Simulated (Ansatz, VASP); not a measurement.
SnO2 in VASP and in Ansatz

INCAR

```
SYSTEM = SnO2
PREC     = Accurate       ! precision mode
ENCUT    = 520            ! plane-wave cutoff, eV
EDIFF    = 1E-7           ! SCF threshold, eV
ISMEAR   = 0              ! smearing method
SIGMA    = 0.05           ! smearing width, eV
LREAL    = .FALSE.        ! projectors in reciprocal space
LASPH    = .TRUE.         ! aspherical terms in the spheres
NELM     = 100            ! most SCF steps
ALGO     = Normal         ! electronic algorithm
ISIF     = 2              ! what is computed and relaxed
LWAVE    = .FALSE.        ! write WAVECAR
LCHARG   = .FALSE.        ! write CHGCAR
GGA      = PE             ! functional
NBANDS   = 35             ! bands
```

File KPOINTS:

```
regular mesh
0
G
  6 6 8
  0 0 0
```

File POSCAR:

```
SnO2
1.0
    5.0449517214      0.0000000000      0.0000000000
    0.0000000000      5.0449517214      0.0000000000
    0.0000000000      0.0000000000      3.2379909407
Sn O
2 4
Direct
    0.0000000000      0.0000000000      0.0000000000
    0.5000000000      0.5000000000      0.5000000000
    0.3066050867      0.3066050867      0.0000000000
    0.1933949133      0.8066050867      0.5000000000
    0.6933949133      0.6933949133      0.0000000000
    0.8066050867      0.1933949133      0.5000000000
```

Input for Ansatz:

```yaml
crystal:
  lattice:
    - [5.0449517214, 0.0, 0.0]
    - [0.0, 5.0449517214, 0.0]
    - [0.0, 0.0, 3.2379909407]
  atoms:
    - { symbol: Sn, position: [0.0, 0.0, 0.0] }
    - { symbol: Sn, position: [0.5, 0.5, 0.5] }
    - { symbol: O, position: [0.3066050867, 0.3066050867, 0.0] }
    - { symbol: O, position: [0.1933949133, 0.8066050867, 0.5] }
    - { symbol: O, position: [0.6933949133, 0.6933949133, 0.0] }
    - { symbol: O, position: [0.8066050867, 0.1933949133, 0.5] }
basis:
  ecutwfc: 420
kpoints:
  mp_grid: { grid: [6, 6, 8] }
hamiltonian:
  xc: pbe
scf:
  occupations: { method: gaussian, width: 0.05 }
output:
  forces: true
  stress: true
  eigenvalues: true
```

Change from the starting cell: strain +0.0450 x Voigt [1, 1, 0, 0, 0, 0], atoms carried along.

Alike in both runs: task single point; functional PBE; k mesh 6 × 6 × 8; occupations gaussian, width 0.05 eV; no spin polarisation.

|  | VASP | Ansatz |
| --- | --- | --- |
| version | VASP 6.6.1 | Ansatz 0.2.0 |
| potentials or method | VASP PAW PBE potentials, release 64 (Sn_d, O), cutoff 520 eV | scalar-relativistic, plane waves, PAW |
| valence electrons in the cell | 52 | 52 |

|  | VASP | Ansatz | Ansatz less VASP |
| --- | --- | --- | --- |
| least direct gap on the mesh (eV) | 0.00 | 0.02 | +0.014 |
| pressure (GPa) | -10.9 | -11.3 | -0.43 |
| traceless stress, the component that is largest in VASP (GPa) | 2.26 | 2.04 | -0.221 |
| rms of the force components (eV/Å) | 0.151 | 0.164 | +0.0131 |

Atom by atom the forces differ by 0.013 eV/Å (rms over components).
